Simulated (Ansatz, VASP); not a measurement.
## NbSb3: VASP beside Ansatz

File INCAR:

```
PREC     = Accurate       # precision mode
ENCUT    = 520            # plane-wave cutoff, eV
EDIFF    = 1E-7           # SCF threshold, eV
ISMEAR   = 0              # smearing method
SIGMA    = 0.1            # smearing width, eV
LREAL    = F              # projectors in reciprocal space
LASPH    = T              # aspherical terms in the spheres
NELM     = 60             # most SCF steps
ALGO     = Normal         # electronic algorithm
ISIF     = 2              # what is computed and relaxed
LWAVE    = F              # write WAVECAR
LCHARG   = T              # write CHGCAR
GGA      = PE             # functional
LELF     = T              # ELF
LVHAR    = T            
NBANDS   = 22             # bands
```

Contents of KPOINTS:

```
Automatic mesh
0
Gamma
  4 4 4
```

POSCAR

```
NbSb3
1.0
    4.5979822723      0.0000000000      0.0000000000
    0.0000000000      4.5979822723      0.0000000000
    0.0000000000      0.0000000000      4.5979822723
Nb Sb
1 3
Direct
    0.0000000000      0.0000000000      0.0000000000
    0.0000000000      0.5000000000      0.5000000000
    0.5000000000      0.0000000000      0.5000000000
    0.5000000000      0.5000000000      0.0000000000
```

Input for Ansatz:

```yaml
crystal:
  lattice:
    - [4.5979822723, 0.0, 0.0]
    - [0.0, 4.5979822723, 0.0]
    - [0.0, 0.0, 4.5979822723]
  atoms:
    - { symbol: Nb, position: [0.0, 0.0, 0.0] }
    - { symbol: Sb, position: [0.0, 0.5, 0.5] }
    - { symbol: Sb, position: [0.5, 0.0, 0.5] }
    - { symbol: Sb, position: [0.5, 0.5, 0.0] }
basis:
  ecutwfc: 420
kpoints:
  mp_grid: { grid: [4, 4, 4] }
hamiltonian:
  xc: pbe
scf:
  occupations: { method: gaussian, width: 0.1 }
  lower_state_search: "off"
output:
  forces: true
  stress: true
  eigenvalues: true
```

Alike in both runs: task single point; functional PBE; k mesh 4 × 4 × 4; occupations gaussian, width 0.1 eV; no spin polarisation.

```csv
,VASP,Ansatz
version,VASP 6.6.1,Ansatz 0.2.0
potentials or method,"VASP PAW PBE potentials, release 64 (Nb_sv, Sb), cutoff 520 eV","scalar-relativistic, plane waves, PAW"
valence electrons in the cell,28,58
```

VASP gave:

- gap on the k mesh at the Fermi level (eV): none
- pressure (GPa): -0.9

Task: Which values does Ansatz return?

Result: gap on the k mesh at the Fermi level (eV): none; pressure (GPa): -0.8.

A gap of «none» marks a metal or a gap that the smearing closes. VASP's potentials hold 28 valence electrons a cell and Ansatz's 58, so a difference there can come from the potentials and not from the codes.

Spin-orbit coupling is off throughout.
